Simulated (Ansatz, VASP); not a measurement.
# LiH2: VASP beside Ansatz

```
Li H
1.0
     0.00000    3.14009    3.97008
     2.61011    0.00000    3.97008
     2.61011    3.14009    0.00000
Li H
2 4
Direct
  0.50000 0.50000 0.50000
  0.75000 0.75000 0.75000
  0.62500 0.12500 0.12500
  0.12500 0.12500 0.12500
  0.12500 0.12500 0.62500
  0.12500 0.62500 0.12500
```

Alike in both runs: task relaxation of cell and atoms; functional PBE; k mesh 6 × 6 × 6; occupations gaussian, width 0.1 eV; no spin polarisation.

```csv
,VASP,Ansatz
version,VASP 6.6.1,Ansatz 0.2.0
potentials or method,"VASP PAW PBE potentials, release 64 (Li_sv, H), cutoff 600 eV","scalar-relativistic, plane waves, PAW"
valence electrons in the cell,10,10
```

VASP gave:

```
gap on the k mesh at the Fermi level, each at its own relaxed structure (eV) : none
relaxed volume (Å³/atom)                                                     : 6.77
relaxed cell length with the largest relative difference (Å)                 : 5.261
```

Question: Estimate Ansatz's values.

Answer: gap on the k mesh at the Fermi level, each at its own relaxed structure (eV): none; relaxed volume (Å³/atom): 6.84; relaxed cell length with the largest relative difference (Å): 5.721.

A gap of «none» marks a metal or a gap that the smearing closes. One of these differences is far larger than is usual between the two programs; its cause wasn't traced.

Noted on VASP's run: the cutoff is short for stress, so the pressure is rough; the volume moved by over 15 % at a fixed basis, so the end points are rough.
